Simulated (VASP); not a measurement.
**PbO2: single point with PBE**

The system is PbO2.

```xyz
3
Lattice="0.0000 2.7375 2.7375 2.7375 0.0000 2.7375 2.7375 2.7375 0.0000" Properties=species:S:1:pos:R:3 pbc="T T T"
Pb    0.0000    0.0000    0.0000
O     4.1063    4.1063    4.1063
O     1.3688    1.3688    1.3688
```

This cell differs from its parent crystal: volume scaled by 1.04.

```json
{
 "Program": "VASP 6.6.1",
 "Task": "single point",
 "Functional": "PBE",
 "Potentials or basis": "VASP PAW PBE potentials, release 64 (Pb_d, O)",
 "Cutoff": "520 eV",
 "k mesh": "9 × 9 × 9",
 "Occupations": "fermi-dirac, width 0.05 eV",
 "Spin": "no spin polarisation",
 "Dipole correction": "no",
 "Further INCAR settings": "ALGO = Normal; EDIFF = 1e-06; NBANDS = 20"
}
```

```
Pressure               : -4.3 GPa
Band gap on the k mesh : zero (band 13 reaches 5.09 eV, above the bottom of band 14 at 4.01 eV)
```

Levels at points of the mesh, in eV from the Fermi level:
```
           k point  band 9  band 10  band 11  band 12  band 13  band 14  band 15  band 16  band 17  band 18
(0.00, 0.00, 0.00)   -1.90    -1.90    -1.90    -1.12    -1.12    -1.12     6.88     6.88     6.88    11.59
```

It took 23 s on 1 thread of AMD EPYC 7R43 64-Core Processor (Zen 3) (shared host), peak memory 0.14 GiB.

Caveat: spin-orbit coupling is left out, which moves the levels of the heavy elements.
